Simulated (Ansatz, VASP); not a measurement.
Ir in VASP and in Ansatz

```xyz
2
Lattice="0.0000 -1.9197 -1.9197 -1.9197 0.0000 -1.9197 1.9197 1.9197 -3.8394" Properties=species:S:1:pos:R:3 pbc="T T T"
Ir   -0.0306   -0.0306   -3.9006
Ir    0.0306    0.0306    0.0612
```

Change from the starting cell: mode 4 (113.0 1/cm) frozen in, largest displacement +0.075 Å.

Alike in both runs: task single point; functional LDA; k mesh 24 × 24 × 20; occupations gaussian, width 0.15 eV; no spin polarisation.

|  | VASP | Ansatz |
| --- | --- | --- |
| version | VASP 6.6.1 | Ansatz 0.2.0 |
| potentials or method | VASP PAW LDA potentials, release 64 (Ir), cutoff 520 eV | scalar-relativistic, plane waves, PAW |
| valence electrons in the cell | 18 | 34 |

Ansatz gave:

```
gap on the k mesh at the Fermi level (eV)                     : none
pressure (GPa)                                                : -7.5
traceless stress, the component that is largest in VASP (GPa) : 1.52
rms of the force components (eV/Å)                            : 0.387
```

Q: Estimate VASP's values.

A: gap on the k mesh at the Fermi level (eV): none; pressure (GPa): -5.0; traceless stress, the component that is largest in VASP (GPa): 1.53; rms of the force components (eV/Å): 0.391.

LDA's correlation is that of Perdew and Zunger in VASP and of Perdew and Wang (1992) in Ansatz. Atom by atom the forces differ by 0.004 eV/Å (rms over components). A gap of «none» marks a metal or a gap that the smearing closes. VASP's potentials hold 18 valence electrons a cell and Ansatz's 34, so a difference there can come from the potentials and not from the codes.

Spin-orbit coupling is off throughout.
